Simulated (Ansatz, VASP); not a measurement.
**One calculation of Sn, two programs**

Contents of INCAR:

```
SYSTEM = Sn
PREC = Accurate ; ENCUT = 520
EDIFF = 1E-6 ; ISMEAR = 0
SIGMA = 0.15 ; LREAL = .FALSE.
LASPH = .TRUE. ; NELM = 100
ALGO = Fast ; ISIF = 2
LWAVE = .FALSE. ; LCHARG = .TRUE.
GGA = PS ; LELF = .TRUE.
LVHAR = .TRUE. ; NBANDS = 21
```

KPOINTS

```
regular mesh
0
G
  18 18 18
  0 0 0
```

POSCAR

```
Sn
1.0
    0.0000000000      3.4528543785      2.9349262217
    3.4528543785      0.0000000000      2.9349262217
    3.4528543785      3.4528543785      0.0000000000
Sn
2
Direct
    0.5000000000      0.5000000000      0.5000000000
    0.7500000000      0.7500000000      0.7500000000
```

Input for Ansatz:

```yaml
crystal:
  lattice:
    - [0.0, 3.4528543785, 2.9349262217]
    - [3.4528543785, 0.0, 2.9349262217]
    - [3.4528543785, 3.4528543785, 0.0]
  atoms:
    - { symbol: Sn, position: [0.5, 0.5, 0.5] }
    - { symbol: Sn, position: [0.75, 0.75, 0.75] }
basis:
  ecutwfc: 420
kpoints:
  mp_grid: { grid: [18, 18, 18] }
hamiltonian:
  xc: pbesol
scf:
  occupations: { method: gaussian, width: 0.15 }
output:
  forces: true
  stress: true
  eigenvalues: true
```

Alike in both runs: task single point; functional PBEsol; k mesh 18 × 18 × 18; occupations gaussian, width 0.15 eV; no spin polarisation.

|  | VASP | Ansatz |
| --- | --- | --- |
| version | VASP 6.6.1 | Ansatz 0.2.0 |
| potentials or method | VASP PAW PBE potentials, release 64 (Sn_d), cutoff 520 eV | scalar-relativistic, plane waves, PAW |
| valence electrons in the cell | 28 | 28 |

Ansatz gave:

| Quantity | Value |
| --- | --- |
| gap on the k mesh at the Fermi level (eV) | none |
| pressure (GPa) | -0.3 |
| traceless stress, the component that is largest in VASP (GPa) | 2.21 |

Task: Which values does VASP return?

Result: gap on the k mesh at the Fermi level (eV): none; pressure (GPa): -0.4; traceless stress, the component that is largest in VASP (GPa): 2.21.

VASP's potentials were made for PBE, not for PBEsol. A gap of «none» marks a metal or a gap that the smearing closes. The functional is the same, so the differences come from potentials, cutoffs and numerics.
